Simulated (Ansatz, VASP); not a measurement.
# Ga: VASP beside Ansatz

```xyz
1
Lattice="2.6806 -0.0264 0.0481 -0.0264 2.7442 0.0268 0.0481 0.0268 2.7264" Properties=species:S:1:pos:R:3 pbc="T T T"
Ga   -0.0140    0.0288   -0.0016
```

Change from the starting cell: cell strained at random at fixed volume.

Alike in both runs: task single point; functional PBE; k mesh 10 × 10 × 10; occupations fermi-dirac, width 0.05 eV; no spin polarisation.

```csv
,VASP,Ansatz
version,VASP 6.6.1,Ansatz 0.2.0
potentials or method,"VASP PAW PBE potentials, release 64 (Ga_d), cutoff 520 eV","all-electron LAPW, scalar-relativistic"
```

Ansatz gave:

| Item | Value |
| --- | --- |
| gap on the k mesh at the Fermi level (eV) | none |
| pressure (GPa) | 0.2 |
| traceless stress, the component that is largest in VASP (GPa) | 1.47 |

Task: Estimate VASP's values.

Result: gap on the k mesh at the Fermi level (eV): none; pressure (GPa): 0.2; traceless stress, the component that is largest in VASP (GPa): 1.49.

A gap of «none» marks a metal or a gap that the smearing closes. Ansatz ran all-electron here, and VASP with PAW potentials.
